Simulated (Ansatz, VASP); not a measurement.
## Two plane-wave programs on Sb

```xyz
1
Lattice="-1.8707 1.8707 1.8707 1.8707 -1.8707 1.8707 1.8707 1.8707 -1.8707" Properties=species:S:1:pos:R:3 pbc="T T T"
Sb    0.0000    0.0000    0.0000
```

Alike in both runs: functional PBE; dispersion D4; k mesh 10 × 10 × 10; no spin polarisation.

Ansatz relaxed the structure, and its values are those at the end. VASP's run is a single point on that final structure, the one shown.

```csv
,VASP,Ansatz
version,VASP 6.6.1,Ansatz 0.2.0
potentials or method,"VASP PAW PBE potentials, release 64 (Sb), cutoff 520 eV","plane waves, PAW"
occupations,"fermi-dirac, width 0.1 eV",fermi-dirac
valence electrons in the cell,5,15
```

Ansatz gave:

```
pressure (GPa) : 0.0
```

Question: Which values does VASP return?

Answer: Pressure (GPa): -0.1.

VASP's potentials hold 5 valence electrons a cell and Ansatz's 15, so a difference there can come from the potentials and not from the codes.

Spin-orbit coupling is off throughout.
